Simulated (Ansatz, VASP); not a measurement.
**One calculation of Li4SbPt2, two programs**

Contents of INCAR:

```
SYSTEM = Li4SbPt2
PREC     = Accurate       ! precision mode
ENCUT    = 600            ! plane-wave cutoff, eV
EDIFF    = 1E-6           ! SCF threshold, eV
ISMEAR   = 0              ! smearing method
SIGMA    = 0.1            ! smearing width, eV
LREAL    = .False.        ! projectors in reciprocal space
LASPH    = .True.         ! aspherical terms in the spheres
NELM     = 100            ! most SCF steps
ALGO     = Normal         ! electronic algorithm
ISIF     = 3              ! what is computed and relaxed
LWAVE    = .False.        ! write WAVECAR
LCHARG   = .False.        ! write CHGCAR
GGA      = PE             ! functional
IBRION   = 2              ! ionic algorithm
NSW      = 90             ! ionic steps
EDIFFG   = -0.04          ! ionic threshold
```

KPOINTS

```
Automatic mesh
0
Gamma
  3 3 4
  0 0 0
```

POSCAR

```
Li4SbPt2
1.0
    5.8563427200      0.0000000000      0.0000000000
   -2.9281713600      5.0717415700      0.0000000000
    0.0000000000      0.0000000000      4.2149070800
Li Sb Pt
4 1 2
Direct
    0.5000000000      0.0000000000      0.0000000000
    0.0000000000      0.5000000000      0.0000000000
    0.5000000000      0.5000000000      0.0000000000
    0.0000000000      0.0000000000      0.5000000000
    0.0000000000      0.0000000000      0.0000000000
    0.3333333300      0.6666666700      0.0000000000
    0.6666666700      0.3333333300      0.0000000000
```

Input for Ansatz:

```yaml
crystal:
  lattice:
    - [5.85634272, 0.0, 0.0]
    - [-2.92817136, 5.07174157, 0.0]
    - [0.0, 0.0, 4.21490708]
  atoms:
    - { symbol: Li, position: [0.5, 0.0, 0.0] }
    - { symbol: Li, position: [0.0, 0.5, 0.0] }
    - { symbol: Li, position: [0.5, 0.5, 0.0] }
    - { symbol: Li, position: [0.0, 0.0, 0.5] }
    - { symbol: Sb, position: [0.0, 0.0, 0.0] }
    - { symbol: Pt, position: [0.33333333, 0.66666667, 0.0] }
    - { symbol: Pt, position: [0.66666667, 0.33333333, 0.0] }
basis:
  ecutwfc: 420
kpoints:
  mp_grid: { grid: [3, 3, 4] }
hamiltonian:
  xc: pbe
scf:
  occupations: { method: gaussian, width: 0.1 }
  lower_state_search: "off"
output:
  forces: true
  stress: true
  eigenvalues: true
relax:
  adjacent_minimum: "off"
  f_tol: 0.04
  max_steps: 70
  cell: { stress_tol: 0.4 }
```

Alike in both runs: task relaxation of cell and atoms; functional PBE; k mesh 3 × 3 × 4; occupations gaussian, width 0.1 eV; no spin polarisation.

```csv
,VASP,Ansatz
version,VASP 6.6.1,Ansatz 0.2.0
potentials or method,"VASP PAW PBE potentials, release 64 (Li_sv, Sb, Pt), cutoff 600 eV","scalar-relativistic, plane waves, PAW"
valence electrons in the cell,37,63
```

```csv
,VASP,Ansatz,Ansatz less VASP
"gap on the k mesh at the Fermi level, each at its own relaxed structure (eV)",none,none,-
relaxed volume (Å³/atom),36.55,40.69,+4.138
relaxed cell length with the largest relative difference (Å),5.099,5.319,+0.2199
```

A gap of «none» marks a metal or a gap that the smearing closes. One of these differences is far larger than is usual between the two programs; its cause wasn't traced. VASP's potentials hold 37 valence electrons a cell and Ansatz's 63, so a difference there can come from the potentials and not from the codes.

The k mesh is coarse, so the values compare programs but aren't converged. Spin-orbit coupling is off throughout. Noted on VASP's run: the cutoff is short for stress, so the pressure is rough; the volume moved by over 15 % at a fixed basis, so the end points are rough.
